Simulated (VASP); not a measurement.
# SiNi (R3) in VASP: single point with r2SCAN

Aim: the single point of SiNi with r2SCAN.

All numbers are computed with VASP 6.6.1; they aren't measurements. Logs are shortened: lines on timing, memory, paths and dates and some standing lists are left out, and cuts for length are marked.

### 1 The cell of the first run

Symmetry: R3, No. 146, trigonal system. Conventional cell: a = 6.314 Å, b = 6.314 Å, c = 7.733 Å, α = 90.00°, β = 90.00°, γ = 120.00°. Si (site symmetry 3) has 7 Ni at 2.27 to 2.48 Å and 6 Si at 2.71 to 2.85 Å within 3.0 Å. Si (site symmetry 1) has 7 Ni at 2.33 to 2.42 Å and 6 Si at 2.71 to 2.85 Å within 3.1 Å. Ni (site symmetry 3) has 7 Si at 2.38 to 2.48 Å and 6 Ni at 2.75 Å within 3.1 Å. Within 3.0 Å of Ni (site symmetry 1) lie 7 Si at 2.27 to 2.47 Å and 6 Ni at 2.75 Å.

### 2 Single point, r2SCAN (atom 1 (Si) moved -0.150 Å towards its neighbour atom 5 (Ni) at 2.334 Å)

POSCAR reads:

```
SiNi
1.0
    4.4648149381      0.0000000000      0.0000000000
    0.0000000000      4.4648149381      0.0000000000
    0.0000000000      0.0000000000      4.4648149381
Si Ni
4 4
Direct
    0.8275243843      0.8275243843      0.8275243843
    0.6530789461      0.1530789461      0.3469210539
    0.3469210539      0.6530789461      0.1530789461
    0.1530789461      0.3469210539      0.6530789461
    0.1487251961      0.1487251961      0.1487251961
    0.3512748039      0.8512748039      0.6487251961
    0.6487251961      0.3512748039      0.8512748039
    0.8512748039      0.6487251961      0.3512748039
```

INCAR.step1 reads:

```
SYSTEM = SiNi
PREC     = Accurate       ! precision mode
ENCUT    = 520            ! plane-wave cutoff, eV
ISMEAR   = 0              ! smearing method
SIGMA    = 0.15           ! smearing width, eV
LREAL    = .False.        ! projectors in reciprocal space
LASPH    = .True.         ! aspherical terms in the spheres
NELM     = 100            ! most SCF steps
NBANDS   = 38             ! bands
GGA      = PE             ! functional
ALGO     = Normal         ! electronic algorithm
EDIFF    = 1E-4           ! SCF threshold, eV
LWAVE    = .True.         ! write WAVECAR
LCHARG   = .False.        ! write CHGCAR
```

INCAR.step2 reads:

```
SYSTEM = SiNi
PREC     = Accurate       ! precision mode
ENCUT    = 520            ! plane-wave cutoff, eV
EDIFF    = 1E-6           ! SCF threshold, eV
ISMEAR   = 0              ! smearing method
SIGMA    = 0.15           ! smearing width, eV
LREAL    = .False.        ! projectors in reciprocal space
LASPH    = .True.         ! aspherical terms in the spheres
NELM     = 100            ! most SCF steps
ALGO     = Normal         ! electronic algorithm
ISIF     = 2              ! what is computed and relaxed
LWAVE    = .False.        ! write WAVECAR
LCHARG   = .False.        ! write CHGCAR
METAGGA  = R2SCAN         ! meta-GGA
LMIXTAU  = .True.       
NBANDS   = 38             ! bands
ISTART   = 1
```

KPOINTS reads:

```
regular mesh
0
Gamma
  10 10 10
  0 0 0
```

Potentials or basis: VASP PAW PBE potentials, release 64 (Si, Ni).

On the command line:

```bash
$ cat potpaw_PBE.64/Si/POTCAR potpaw_PBE.64/Ni/POTCAR > POTCAR
$ cp INCAR.step1 INCAR
$ mpirun -np 1 vasp_std > vasp.out
$ cp INCAR.step2 INCAR
$ mpirun -np 1 vasp_std > vasp.out
```

OUTCAR:

```text
SYSTEM = SiNi
   PREC = Accurate
   ENCUT = 520
   EDIFF = 1E-6
   ISMEAR = 0
   LREAL = .False.
   LASPH = .True.
   NELM = 100
   ISIF = 2
   METAGGA = R2SCAN
   ISTART = 1

 ion  position               nearest neighbor table
   1  0.828  0.828  0.828-   6 2.27   7 2.27   8 2.27   6 2.47   7 2.47   8 2.47   5 2.48   3 2.71
                             4 2.71   2 2.71   2 2.85   4 2.85   3 2.85
   2  0.653  0.153  0.347-   6 2.33   5 2.38   7 2.38   8 2.38   7 2.42   8 2.42   5 2.42   1 2.71
                             3 2.76   3 2.76   4 2.76   4 2.76   1 2.85
   3  0.347  0.653  0.153-   7 2.33   6 2.38   5 2.38   8 2.38   8 2.42   6 2.42   5 2.42   1 2.71
                             4 2.76   2 2.76   2 2.76   4 2.76   1 2.85
   4  0.153  0.347  0.653-   8 2.33   6 2.38   7 2.38   5 2.38   6 2.42   5 2.42   7 2.42   1 2.71
                             3 2.76   2 2.76   2 2.76   3 2.76   1 2.85
   5  0.149  0.149  0.149-   2 2.38   3 2.38   4 2.38   2 2.42   3 2.42   4 2.42   1 2.48   6 2.75
                             7 2.75   8 2.75   6 2.75   8 2.75   7 2.75
   6  0.351  0.851  0.649-   1 2.27   2 2.33   3 2.38   4 2.38   3 2.42   4 2.42   1 2.47   8 2.75
                             5 2.75   5 2.75   7 2.75   7 2.75   8 2.75
   7  0.649  0.351  0.851-   1 2.27   3 2.33   2 2.38   4 2.38   4 2.42   2 2.42   1 2.47   8 2.75
                             5 2.75   8 2.75   6 2.75   6 2.75   5 2.75
   8  0.851  0.649  0.351-   1 2.27   4 2.33   3 2.38   2 2.38   2 2.42   3 2.42   1 2.47   7 2.75
                             5 2.75   7 2.75   5 2.75   6 2.75   6 2.75

  LATTYP: Found a simple cubic cell.
 ALAT       =     4.4648149381

  Lattice vectors:

 A1 = (   4.4648149381,   0.0000000000,   0.0000000000)
 A2 = (   0.0000000000,   4.4648149381,   0.0000000000)
 A3 = (   0.0000000000,   0.0000000000,   4.4648149381)

Analysis of symmetry for initial positions (statically):
=====================================================================
 Subroutine PRICEL returns:
 Original cell was already a primitive cell.

 Routine SETGRP: Setting up the symmetry group for a
 simple cubic supercell.

 Subroutine GETGRP returns: Found  3 space group operations
 (whereof  3 operations were pure point group operations)
 out of a pool of 48 trial point group operations.

The static configuration has the point symmetry C_3 .

Analysis of symmetry for dynamics (positions and initial velocities):
=====================================================================
 Subroutine PRICEL returns:
 Original cell was already a primitive cell.

 Routine SETGRP: Setting up the symmetry group for a
 simple cubic supercell.

 Subroutine GETGRP returns: Found  3 space group operations
 (whereof  3 operations were pure point group operations)
 out of a pool of 48 trial point group operations.

The dynamic configuration has the point symmetry C_3 .

 Subroutine INISYM returns: Found  3 space group operations
 (whereof  3 operations are pure point group operations),
 and found     1 'primitive' translations

----------------------------------------------------------------------------------------

                                     Primitive cell

  volume of cell :      89.0042

  direct lattice vectors                    reciprocal lattice vectors
     4.464814938  0.000000000  0.000000000     0.223973449  0.000000000  0.000000000
     0.000000000  4.464814938  0.000000000     0.000000000  0.223973449  0.000000000
     0.000000000  0.000000000  4.464814938     0.000000000  0.000000000  0.223973449

  length of vectors
     4.464814938  4.464814938  4.464814938     0.223973449  0.223973449  0.223973449

  position of ions in fractional coordinates (direct lattice)
     0.827524384  0.827524384  0.827524384
     0.653078946  0.153078946  0.346921054
     0.346921054  0.653078946  0.153078946
     0.153078946  0.346921054  0.653078946
     0.148725196  0.148725196  0.148725196
     0.351274804  0.851274804  0.648725196
     0.648725196  0.351274804  0.851274804
     0.851274804  0.648725196  0.351274804

  ion indices of the primitive-cell ions
   primitive index   ion index
                 1           1
                 2           2
                 3           3
                 4           4
                 5           5
                 6           6
                 7           7
                 8           8

----------------------------------------------------------------------------------------

 KPOINTS: regular mesh

Automatic generation of k-mesh.
 Grid dimensions read from file:
 generate k-points for:   10   10   10

 Generating k-lattice:

  Cartesian coordinates                     Fractional coordinates (reciprocal lattice)
     0.022397345  0.000000000  0.000000000     0.100000000  0.000000000  0.000000000
     0.000000000  0.022397345  0.000000000     0.000000000  0.100000000  0.000000000
     0.000000000  0.000000000  0.022397345     0.000000000  0.000000000  0.100000000

  Length of vectors
     0.022397345  0.022397345  0.022397345

  Shift w.r.t. Gamma in fractional coordinates (k-lattice)
     0.000000000  0.000000000  0.000000000

 Subroutine IBZKPT returns following result:
 ===========================================

 Found    172 irreducible k-points:

 Following reciprocal coordinates:
            Coordinates               Weight
  0.000000  0.000000  0.000000      1.000000
  0.100000  0.000000  0.000000      6.000000
  0.200000  0.000000  0.000000      6.000000
  0.300000  0.000000  0.000000      6.000000
  0.400000  0.000000  0.000000      6.000000
  0.500000  0.000000  0.000000      3.000000
[... 16 lines left out ...]
  0.200000  0.200000  0.000000      6.000000
 -0.200000  0.200000  0.000000      6.000000
 [... further k-points ...]
   k-points           NKPTS =    172   k-points in BZ     NKDIM =    172   number of bands    NBANDS=     38
   number of dos      NEDOS =    301   number of ions     NIONS =      8
   total plane-waves  NPLWV =  46656
   dimension x,y,z NGX =    36 NGY =   36 NGZ =   36
   dimension x,y,z NGXF=    72 NGYF=   72 NGZF=   72
   ions per type =               4   4
   NGX,Y,Z   is equivalent  to a cutoff of  13.40, 13.40, 13.40 a.u.
   NGXF,Y,Z  is equivalent  to a cutoff of  26.81, 26.81, 26.81 a.u.
 SYSTEM =  SiNi
   PREC   = accura    normal or accurate (medium, high low for compatibility)
   ISTART =      1    job   : 0-new  1-cont  2-samecut
   ICHARG =      0    charge: 1-file 2-atom 10-const
   ISPIN  =      1    spin polarized calculation?
   LNONCOLLINEAR =      F non collinear calculations
   LSORBIT =      F    spin-orbit coupling
   LASPH  =      T    aspherical Exc in radial PAW
   ENCUT  =  520.0 eV  38.22 Ry    6.18 a.u.   8.30  8.30  8.30*2*pi/ulx,y,z
   NELM   =    100;   NELMIN=  2; NELMDL=  0     # of ELM steps
   EDIFF  = 0.1E-05   stopping-criterion for ELM
   LREAL  =      F    real-space projection
   EDIFFG = 0.1E-04   stopping-criterion for IOM
   NSW    =      0    number of steps for IOM
   IBRION =     -1    ionic relax: 0-MD 1-quasi-New 2-CG
   NFREE  =      0    steps in history (QN), initial steepest desc. (CG)
   ISIF   =      2    stress and relaxation
   ISYM   =      2    0-nonsym 1-usesym 2-fastsym
   POTIM  = 0.5000    time-step for ionic-motion
   TEBEG  =    0.0;   TEEND  =   0.0 temperature during run
   PSTRESS=    0.0 pullay stress
   NELECT =      56.0000    total number of electrons
   NUPDOWN=      -1.0000    fix difference up-down
   EMIN   =  10.00;   EMAX   =-10.00  energy-range for DOS
   EFERMI =   0.00;   METHOD = LEGACY
   ISMEAR =     0;   SIGMA  =   0.15  broadening in eV -4-tet -1-fermi 0-gaus
   EFERMI_NEDOS =   21; number of points for ismear=-14 and -15
   IALGO  =     38    algorithm
   IMIX   =      4    mixing-type and parameters
     AMIX     =   0.40;   BMIX     =  1.00
     AMIX_MAG =   1.60;   BMIX_MAG =  1.00
  volume/ion in A,a.u.               =      11.13        75.08
  Fermi-wavevector in a.u.,A,eV,Ry     =   1.402816  2.650938 26.774806  1.967893
  Thomas-Fermi vector in A             =   2.525540
   LORBIT       =      0    0 simple, 1 ext, 2 COOP (PROOUT), +10 PAW based schemes
   METAGGA = R2SCAN    functional components
   LHFCALC =     F    Hartree Fock is set to
   AEXX    =    0.0000 exact exchange contribution
   IVDW    =     0    specifies the selected vdW correction
   LEPSILON=     F    determine dielectric tensor
   LRPA    =     F    only Hartree local field effects (RPA)
 non-spin polarized calculation
 Gauss-broadening in eV      SIGMA  =   0.15
  energy-cutoff  :      520.00
  volume of cell :       89.00
 maximum number of plane-waves:      2440
 NGX is ok and might be reduce to    36
   NGX = 17   NGY = 17   NGZ = 17

 number of electron      56.0000020 magnetization

 Free energy of the ion-electron system (eV)
  ---------------------------------------------------
  ext. energy  EPLUGINS =         0.00000000
  ---------------------------------------------------
  free energy    TOTEN  =       -85.73056136 eV

  energy without entropy =      -85.70346486  energy(sigma->0) =      -85.71701311

 E-fermi :  12.2969     XC(G=0): -13.6985

 val. band max:       12.2964760816   @ k =  -0.4000   0.1000   0.1000
 cond. band min:      12.2977160213   @ k =   0.0000  -0.3000   0.2000
 fundamental gap:      0.0012399398
 Fermi energy:        12.2968649445

 k-point     1 :       0.0000    0.0000    0.0000
  band No.  band energies     occupation
      1      -2.9262      2.00000
      2       2.8368      2.00000
      3       2.9149      2.00000
      4       2.9149      2.00000
      5       5.4550      2.00000
      6       5.4550      2.00000
[... 30 lines left out ...]
     37      16.9925      0.00000
     38      16.9925      0.00000

 k-point     2 :       0.1000    0.0000    0.0000
  band No.  band energies     occupation
      1      -2.8493      2.00000
      2       2.2323      2.00000
      3       2.9378      2.00000
      4       3.3719      2.00000
      5       5.1069      2.00000
      6       5.5230      2.00000
[... 894 lines left out ...]
 k-point    24 :      -0.2000    0.2000    0.0000
  band No.  band energies     occupation
      1      -2.3167      2.00000
      2       1.3235      2.00000
      3       2.2761      2.00000
      4       4.0399      2.00000
      5       4.9951      2.00000
      6       5.5008      2.00000
[... 30 lines left out ...]
     37      16.9025      0.00000
     38      17.2948      0.00000

 [... further k-points ...]

------------------------ aborting loop because EDIFF is reached ----------------------------------------

  FORCE on cell =-STRESS in cart. coord.  units (eV):
  Direction    XX          YY          ZZ          XY          YZ          ZX
  --------------------------------------------------------------------------------------
  -------------------------------------------------------------------------------------
  Total        0.5918005      0.5918005      0.5918005     -0.1178352     -0.1178352     -0.1178352
  in kB       10.6530891     10.6530891     10.6530891     -2.1211695     -2.1211695     -2.1211695
  external PRESSURE =      10.6530891 kB  Pullay stress =       0.0000000 kB

 VOLUME and BASIS-vectors are now :
 -----------------------------------------------------------------------------
  energy-cutoff  :      520.00
  volume of cell :       89.00
      direct lattice vectors                 reciprocal lattice vectors
     4.464814938  0.000000000  0.000000000     0.223973449  0.000000000  0.000000000
     0.000000000  4.464814938  0.000000000     0.000000000  0.223973449  0.000000000
     0.000000000  0.000000000  4.464814938     0.000000000  0.000000000  0.223973449

 POSITION                                       TOTAL-FORCE (eV/Angst)
 -----------------------------------------------------------------------------------
      3.69474      3.69474      3.69474         1.072601      1.072601      1.072601
      2.91588      0.68347      1.54894         0.030056     -0.082578     -0.137243
      1.54894      2.91588      0.68347        -0.137243      0.030056     -0.082578
      0.68347      1.54894      2.91588        -0.082578     -0.137243      0.030056
      0.66403      0.66403      0.66403        -0.237707     -0.237707     -0.237707
      1.56838      3.80078      2.89644        -0.495964      0.013345     -0.162508
      2.89644      1.56838      3.80078        -0.162508     -0.495964      0.013345
      3.80078      2.89644      1.56838         0.013345     -0.162508     -0.495964
 -----------------------------------------------------------------------------------
    total drift:                                0.000411      0.000410      0.000410

  FREE ENERGIE OF THE ION-ELECTRON SYSTEM (eV)
  ---------------------------------------------------
  free  energy   TOTEN  =       -85.7305613636 eV

  energy  without entropy=      -85.7034648642  energy(sigma->0) =      -85.71701311
```

Wall time 52 min (1 thread of Oxide Virtual Turin-like, shared host); peak memory 0.5 GiB.

Results:

* Free energy: -85.7306 eV
* Pressure: 1.1 GPa
* Largest force: 1.858 eV/Å
* Band gap on the k mesh: zero (bands 28 and 29 overlap by 1.36 eV)

Forces on the atoms (eV/Å):
```
Si   1.073  1.073  1.073
Si   0.030 -0.083 -0.137
Si  -0.137  0.030 -0.083
Si  -0.083 -0.137  0.030
Ni  -0.238 -0.238 -0.238
Ni  -0.496  0.013 -0.163
Ni  -0.163 -0.496  0.013
Ni   0.013 -0.163 -0.496
```

Levels at points of the mesh, in eV from the Fermi level:
```csv
k point,band 25,band 26,band 27,band 28,band 29,band 30,band 31,band 32
"(0.00, 0.00, 0.00)",-1.77,-1.72,-1.72,1.14,1.16,1.16,1.46,1.46
"(0.50, 0.00, 0.00)",-2.18,-2.14,-0.74,-0.65,-0.22,-0.15,2.85,2.91
"(0.50, 0.50, 0.00)",-1.72,-1.67,-1.09,-1.05,0.38,0.43,0.88,1.03
"(0.50, 0.50, 0.50)",-2.00,-1.97,-1.93,-1.93,4.50,4.63,4.63,4.73
```

Caveat: the cell differs from its parent crystal (atom 1 (Si) moved -0.150 Å towards its neighbour atom 5 (Ni) at 2.334 Å); the PAW data sets were made with another functional, which shifts forces and pressure a little.
